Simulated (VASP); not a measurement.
Cd:

```
Cd
1.0
    -1.75401    1.75401    1.75401
     1.75401   -1.75401    1.75401
     1.75401    1.75401   -1.75401
Cd
1
Cartesian
  0.0000 0.0000 0.0000
```

* Program: VASP 6.6.1
* Task: relaxation of cell and atoms
* Functional: RPBE
* Potentials or basis: VASP PAW PBE potentials, release 64 (Cd)
* Cutoff: 600 eV
* k mesh: 13 × 13 × 13
* Occupations: fermi-dirac, width 0.1 eV
* Spin: no spin polarisation

At the start: pressure 6.7 GPa; volume 21.59 Å³/atom.

**Question.** How do energy, volume and symmetry change on relaxing?

**Answer.** Over 4 steps the energy falls by 60.4 meV/atom and the volume is 25.08 Å³/atom (+16.2 %); space group Im-3m (No. 229, to 0.05 Å).

The path:
| step | energy change (eV) | largest force (eV/Å) | pressure (GPa) | volume (Å³) |
| --- | --- | --- | --- | --- |
| 1 | 0.0000 | 0.0000 | 6.66 | 21.59 |
| 2 | -0.0593 | 0.0000 | 0.67 | 24.51 |
| 3 | -0.0604 | 0.0000 | -0.08 | 25.15 |
| 4 | -0.0604 | 0.0000 | 0.01 | 25.08 |

Final structure:
```
Cd
1.0
    -1.84394    1.84394    1.84394
     1.84394   -1.84394    1.84394
     1.84394    1.84394   -1.84394
Cd
1
Direct
  0.00000 0.00000 0.00000
```

Caveat: the volume moved by over 15 % at a fixed basis, so the end points are rough; the PAW data sets were made with another functional, which shifts forces and pressure a little.
